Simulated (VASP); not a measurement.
# LiMg2 (Cmcm) in VASP: single point with LDA

Aim: the single point of LiMg2 with LDA.

All numbers are computed with VASP 6.6.1; they aren't measurements. Logs are shortened: lines on timing, memory, paths and dates and some standing lists are left out, and cuts for length are marked.

## 1. The cell of the first run

Symmetry: Cmcm, No. 63, orthorhombic system. Conventional cell: a = 9.371 Å, b = 5.372 Å, c = 5.052 Å, α = 90.00°, β = 90.00°, γ = 90.00°. Li (site symmetry m2m) has 10 Mg at 3.08 to 3.15 Å and 2 Li at 3.10 Å within 4.1 Å. Within 4.1 Å of Mg (site symmetry m) lie 7 Mg at 3.08 to 3.13 Å and 5 Li at 3.08 to 3.15 Å.

## 2. Single point, LDA

The input, INCAR:

```
SYSTEM = LiMg2
ALGO = Normal
EDIFF = 1E-6
ENCUT = 520
GGA = CA
ISIF = 2
ISMEAR = 1
LASPH = .True.
LCHARG = .False.
LREAL = .False.
LWAVE = .False.
NBANDS = 16
NELM = 100
PREC = Accurate
SIGMA = 0.1
```

The input, KPOINTS:

```
k-points
0
Gamma
  5 5 5
  0 0 0
```

The input, POSCAR:

```
LiMg2
1.0
    4.6854230000     -2.6858800000      0.0000000000
    4.6854230000      2.6858800000      0.0000000000
    0.0000000000      0.0000000000      5.0523320000
Li Mg
2 4
Direct
    0.6671580000      0.3328420000      0.7500000000
    0.3328420000      0.6671580000      0.2500000000
    0.3343290000      0.9943300000      0.7500000000
    0.0056700000      0.6656710000      0.7500000000
    0.9943300000      0.3343290000      0.2500000000
    0.6656710000      0.0056700000      0.2500000000
```

Potentials or basis: VASP PAW LDA potentials, release 64 (Li_sv, Mg).

Launch:

```bash
$ cat potpaw_LDA.64/Li_sv/POTCAR potpaw_LDA.64/Mg/POTCAR > POTCAR
$ mpirun -np 1 vasp_std > vasp.out
```

OUTCAR:

```text
SYSTEM = LiMg2
   EDIFF = 1E-6
   ENCUT = 520
   GGA = CA
   ISIF = 2
   ISMEAR = 1
   LASPH = .True.
   LREAL = .False.
   NELM = 100
   PREC = Accurate

 ion  position               nearest neighbor table
   1  0.667  0.333  0.750-   3 3.08   4 3.08   6 3.09   5 3.09   6 3.09   5 3.09   4 3.11   3 3.11

   2  0.333  0.667  0.250-   5 3.08   6 3.08   4 3.09   3 3.09   4 3.09   3 3.09   5 3.11   6 3.11

   3  0.334  0.994  0.750-   4 3.08   1 3.08   2 3.09   2 3.09   1 3.11   6 3.11   6 3.11   5 3.12
                             5 3.12   4 3.13   4 3.13
   4  0.006  0.666  0.750-   3 3.08   1 3.08   2 3.09   2 3.09   1 3.11   5 3.11   5 3.11   6 3.12
                             6 3.12   3 3.13   3 3.13
   5  0.994  0.334  0.250-   6 3.08   2 3.08   1 3.09   1 3.09   2 3.11   4 3.11   4 3.11   3 3.12
                             3 3.12   6 3.13   6 3.13
   6  0.666  0.006  0.250-   5 3.08   2 3.08   1 3.09   1 3.09   2 3.11   3 3.11   3 3.11   4 3.12
                             4 3.12   5 3.13   5 3.13

  LATTYP: Found a base centered orthorhombic cell.
 ALAT       =     5.3717600000
 B/A-ratio  =     1.7444647564
 C/A-ratio  =     0.9405356904

  Lattice vectors:

 A1 = (  -4.6854230000,  -2.6858800000,   0.0000000000)
 A2 = (   4.6854230000,  -2.6858800000,   0.0000000000)
 A3 = (   0.0000000000,   0.0000000000,   5.0523320000)

Analysis of symmetry for initial positions (statically):
=====================================================================
 Subroutine PRICEL returns:
 Original cell was already a primitive cell.

 Routine SETGRP: Setting up the symmetry group for a
 base centered orthorhombic supercell.

 Subroutine GETGRP returns: Found  8 space group operations
 (whereof  4 operations were pure point group operations)
 out of a pool of  8 trial point group operations.

The static configuration has the point symmetry C_2h.
 The point group associated with its full space group is D_2h.

Analysis of symmetry for dynamics (positions and initial velocities):
=====================================================================
 Subroutine PRICEL returns:
 Original cell was already a primitive cell.

 Routine SETGRP: Setting up the symmetry group for a
 base centered orthorhombic supercell.

 Subroutine GETGRP returns: Found  8 space group operations
 (whereof  4 operations were pure point group operations)
 out of a pool of  8 trial point group operations.

The dynamic configuration has the point symmetry C_2h.
 The point group associated with its full space group is D_2h.

 Subroutine INISYM returns: Found  8 space group operations
 (whereof  4 operations are pure point group operations),
 and found     1 'primitive' translations

----------------------------------------------------------------------------------------

                                     Primitive cell

  volume of cell :     127.1620

  direct lattice vectors                    reciprocal lattice vectors
     4.685423000 -2.685880000  0.000000000     0.106713951 -0.186158726  0.000000000
     4.685423000  2.685880000  0.000000000     0.106713951  0.186158726  0.000000000
     0.000000000  0.000000000  5.052332000     0.000000000  0.000000000  0.197928402

  length of vectors
     5.400661077  5.400661077  5.052332000     0.214576184  0.214576184  0.197928402

  position of ions in fractional coordinates (direct lattice)
     0.667158000  0.332842000  0.750000000
     0.332842000  0.667158000  0.250000000
     0.334329000  0.994330000  0.750000000
     0.005670000  0.665671000  0.750000000
     0.994330000  0.334329000  0.250000000
     0.665671000  0.005670000  0.250000000

  ion indices of the primitive-cell ions
   primitive index   ion index
                 1           1
                 2           2
                 3           3
                 4           4
                 5           5
                 6           6

----------------------------------------------------------------------------------------

 KPOINTS: k-points

Automatic generation of k-mesh.
 Grid dimensions read from file:
 generate k-points for:    5    5    5

 Generating k-lattice:

  Cartesian coordinates                     Fractional coordinates (reciprocal lattice)
     0.021342790 -0.037231745  0.000000000     0.200000000  0.000000000  0.000000000
     0.021342790  0.037231745  0.000000000     0.000000000  0.200000000  0.000000000
     0.000000000  0.000000000  0.039585680     0.000000000  0.000000000  0.200000000

  Length of vectors
     0.042915237  0.042915237  0.039585680

  Shift w.r.t. Gamma in fractional coordinates (k-lattice)
     0.000000000  0.000000000  0.000000000

 Subroutine IBZKPT returns following result:
 ===========================================

 Found     27 irreducible k-points:

 Following reciprocal coordinates:
            Coordinates               Weight
  0.000000  0.000000  0.000000      1.000000
  0.200000  0.000000  0.000000      4.000000
  0.400000  0.000000  0.000000      4.000000
  0.200000  0.200000  0.000000      2.000000
  0.400000  0.200000  0.000000      4.000000
 -0.400000  0.200000  0.000000      4.000000
[... 16 lines left out ...]
  0.400000  0.200000  0.400000      8.000000
 -0.400000  0.200000  0.400000      8.000000
 [... further k-points ...]
   k-points           NKPTS =     27   k-points in BZ     NKDIM =     27   number of bands    NBANDS=     16
   number of dos      NEDOS =    301   number of ions     NIONS =      6
   total plane-waves  NPLWV =  64000
   dimension x,y,z NGX =    40 NGY =   40 NGZ =   40
   dimension x,y,z NGXF=    80 NGYF=   80 NGZF=   80
   ions per type =               2   4
   NGX,Y,Z   is equivalent  to a cutoff of  12.31, 12.31, 13.16 a.u.
   NGXF,Y,Z  is equivalent  to a cutoff of  24.63, 24.63, 26.32 a.u.
 SYSTEM =  LiMg2
   PREC   = accura    normal or accurate (medium, high low for compatibility)
   ISTART =      0    job   : 0-new  1-cont  2-samecut
   ICHARG =      2    charge: 1-file 2-atom 10-const
   ISPIN  =      1    spin polarized calculation?
   LNONCOLLINEAR =      F non collinear calculations
   LSORBIT =      F    spin-orbit coupling
   LASPH  =      T    aspherical Exc in radial PAW
   ENCUT  =  520.0 eV  38.22 Ry    6.18 a.u.  10.04 10.04  9.39*2*pi/ulx,y,z
   NELM   =    100;   NELMIN=  2; NELMDL= -5     # of ELM steps
   EDIFF  = 0.1E-05   stopping-criterion for ELM
   LREAL  =      F    real-space projection
   EDIFFG = 0.1E-04   stopping-criterion for IOM
   NSW    =      0    number of steps for IOM
   IBRION =     -1    ionic relax: 0-MD 1-quasi-New 2-CG
   NFREE  =      0    steps in history (QN), initial steepest desc. (CG)
   ISIF   =      2    stress and relaxation
   ISYM   =      2    0-nonsym 1-usesym 2-fastsym
   POTIM  = 0.5000    time-step for ionic-motion
   TEBEG  =    0.0;   TEEND  =   0.0 temperature during run
   PSTRESS=    0.0 pullay stress
   NELECT =      14.0000    total number of electrons
   NUPDOWN=      -1.0000    fix difference up-down
   EMIN   =  10.00;   EMAX   =-10.00  energy-range for DOS
   EFERMI =   0.00;   METHOD = LEGACY
   ISMEAR =     1;   SIGMA  =   0.10  broadening in eV -4-tet -1-fermi 0-gaus
   EFERMI_NEDOS =   21; number of points for ismear=-14 and -15
   IALGO  =     38    algorithm
   IMIX   =      4    mixing-type and parameters
     AMIX     =   0.40;   BMIX     =  1.00
     AMIX_MAG =   1.60;   BMIX_MAG =  1.00
  volume/ion in A,a.u.               =      21.19       143.02
  Fermi-wavevector in a.u.,A,eV,Ry     =   0.784630  1.482736  8.376355  0.615645
  Thomas-Fermi vector in A             =   1.888802
   LORBIT       =      0    0 simple, 1 ext, 2 COOP (PROOUT), +10 PAW based schemes
   GGA     = CA    functional components
   LHFCALC =     F    Hartree Fock is set to
   AEXX    =    0.0000 exact exchange contribution
   IVDW    =     0    specifies the selected vdW correction
   LEPSILON=     F    determine dielectric tensor
   LRPA    =     F    only Hartree local field effects (RPA)
 non-spin polarized calculation
 Methfessel and Paxton  Order N= 1 SIGMA  =   0.10
  energy-cutoff  :      520.00
  volume of cell :      127.16
 maximum number of plane-waves:      3444
   NGX = 21   NGY = 21   NGZ = 19

 number of electron      14.0000007 magnetization

 Free energy of the ion-electron system (eV)
  ---------------------------------------------------
  ext. energy  EPLUGINS =         0.00000000
  ---------------------------------------------------
  free energy    TOTEN  =       -11.63182921 eV

  energy without entropy =      -11.63226326  energy(sigma->0) =      -11.63197389

 E-fermi :   1.8769     XC(G=0):  -8.3537

 val. band max:        1.8622031809   @ k =   0.4000   0.4000   0.0000
 cond. band min:       1.8773111024   @ k =   0.2000   0.2000   0.4000
 fundamental gap:      0.0151079215
 Fermi energy:         1.8768668579

 k-point     1 :       0.0000    0.0000    0.0000
  band No.  band energies     occupation
      1     -43.4455      2.00000
      2     -43.4395      2.00000
      3      -4.1675      2.00000
      4       0.8580      2.00000
      5       1.6722      2.01369
      6       1.8135      1.86946
[... 8 lines left out ...]
     15       7.0741      0.00000
     16       7.0994      0.00000

 k-point     2 :       0.2000    0.0000    0.0000
  band No.  band energies     occupation
      1     -43.4455      2.00000
      2     -43.4395      2.00000
      3      -3.9182      2.00000
      4      -0.1595      2.00000
      5       1.0475      2.00000
      6       1.1140      2.00000
[... 8 lines left out ...]
     15       6.5084      0.00000
     16       6.7541      0.00000
[... 387 lines left out ...]
      5      -0.1652      2.00000
      6       0.3294      2.00000
[... 8 lines left out ...]
     15       7.8609      0.00000
     16       8.5123      0.00000

 k-point    24 :      -0.4000    0.2000    0.4000
  band No.  band energies     occupation
      1     -43.4434      2.00000
      2     -43.4416      2.00000
      3      -1.7785      2.00000
      4      -1.4405      2.00000
      5      -0.6759      2.00000
      6      -0.3370      2.00000
[... 8 lines left out ...]
     15       8.3043      0.00000
     16       8.4025      0.00000

 [... further k-points ...]

------------------------ aborting loop because EDIFF is reached ----------------------------------------

  FORCE on cell =-STRESS in cart. coord.  units (eV):
  Direction    XX          YY          ZZ          XY          YZ          ZX
  --------------------------------------------------------------------------------------
  -------------------------------------------------------------------------------------
  Total       -0.8806126     -1.0893252     -1.5521398      0.0000000     -0.0000000      0.0000000
  in kB      -11.0952784    -13.7249525    -19.5561850      0.0000000     -0.0000000      0.0000000
  external PRESSURE =     -14.7921386 kB  Pullay stress =       0.0000000 kB

 VOLUME and BASIS-vectors are now :
 -----------------------------------------------------------------------------
  energy-cutoff  :      520.00
  volume of cell :      127.16
      direct lattice vectors                 reciprocal lattice vectors
     4.685423000 -2.685880000  0.000000000     0.106713951 -0.186158726  0.000000000
     4.685423000  2.685880000  0.000000000     0.106713951  0.186158726  0.000000000
     0.000000000  0.000000000  5.052332000     0.000000000  0.000000000  0.197928402

 POSITION                                       TOTAL-FORCE (eV/Angst)
 -----------------------------------------------------------------------------------
      4.68542     -0.89793      3.78925         0.000000     -0.012872     -0.000000
      4.68542      0.89793      1.26308         0.000000      0.012872      0.000000
      6.22533      1.77268      3.78925        -0.023439     -0.031489      0.000000
      3.14552      1.77268      3.78925         0.023439     -0.031489      0.000000
      6.22533     -1.77268      1.26308        -0.023439      0.031489      0.000000
      3.14552     -1.77268      1.26308         0.023439      0.031489     -0.000000
 -----------------------------------------------------------------------------------
    total drift:                                0.000000     -0.000000      0.000000

  FREE ENERGIE OF THE ION-ELECTRON SYSTEM (eV)
  ---------------------------------------------------
  free  energy   TOTEN  =       -11.6318292070 eV

  energy  without entropy=      -11.6322632617  energy(sigma->0) =      -11.63197389
```

It took 63 s on 1 thread of Intel Xeon 8259CL, shared host; peak memory 0.21 GiB.

Results:

| Item | Value |
| --- | --- |
| Free energy | -11.6318 eV |
| Largest force | 0.039 eV/Å |
| Band gap on the k mesh | zero (band 7 reaches 2.77 eV, above the bottom of band 8 at 1.04 eV) |

Forces on the atoms (eV/Å):
```
Li   0.000 -0.013  0.000
Li   0.000  0.013  0.000
Mg  -0.023 -0.031  0.000
Mg   0.023 -0.031  0.000
Mg  -0.023  0.031  0.000
Mg   0.023  0.031  0.000
```

Caveat: the cutoff is under 1.25 times the usual one of these potentials, so pressure, stress and relaxed cells hold a basis-set (Pulay) error.
